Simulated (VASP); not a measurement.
Cd: single point with PBEsol

Crystal: Cd.

```
Cd
1.0
     3.11397    0.00000    0.00000
    -1.55699    2.69678    0.00000
     0.00000    0.00000    9.93774
Cd
4
Direct
  0.00000 0.00000 0.00000
  0.33333 0.66667 0.25000
  0.00000 0.00000 0.50000
  0.66667 0.33333 0.75000
```

```json
{
  "Program": "VASP 6.6.1",
  "Task": "single point",
  "Functional": "PBEsol",
  "Potentials or basis": "VASP PAW PBE potentials, release 64 (Cd)",
  "Cutoff": "520 eV",
  "k mesh": "18 × 18 × 4",
  "Occupations": "gaussian, width 0.1 eV",
  "Spin": "no spin polarisation",
  "Dipole correction": "no",
  "Further INCAR settings": "ALGO = Fast; EDIFF = 1e-07; NBANDS = 32"
}
```

```json
{
 "Pressure": "0.4 GPa",
 "Band gap on the k mesh": "zero (bands 24 and 25 overlap by 2.50 eV)"
}
```

Levels at points of the mesh, in eV from the Fermi level:
| k point | band 22 | band 23 | band 24 | band 25 | band 26 | band 27 |
| --- | --- | --- | --- | --- | --- | --- |
| (0.00, 0.00, 0.00) | -7.39 | -7.38 | -2.52 | -1.08 | 6.79 | 6.79 |
| (0.50, 0.00, 0.00) | -2.83 | -1.90 | -1.83 | -0.59 | -0.40 | 3.30 |
| (0.00, 0.00, 0.50) | -8.50 | -5.07 | -5.07 | 2.23 | 2.23 | 11.78 |
| (0.50, 0.00, 0.50) | -2.72 | -2.36 | -2.36 | 0.53 | 0.53 | 1.67 |

Run time: 89 s on 1 thread of Intel(R) Xeon(R) 6975P-C (Granite Rapids) (shared host), peak memory 0.35 GiB.

Caveat: the PAW data sets were made with another functional, which shifts forces and pressure a little.
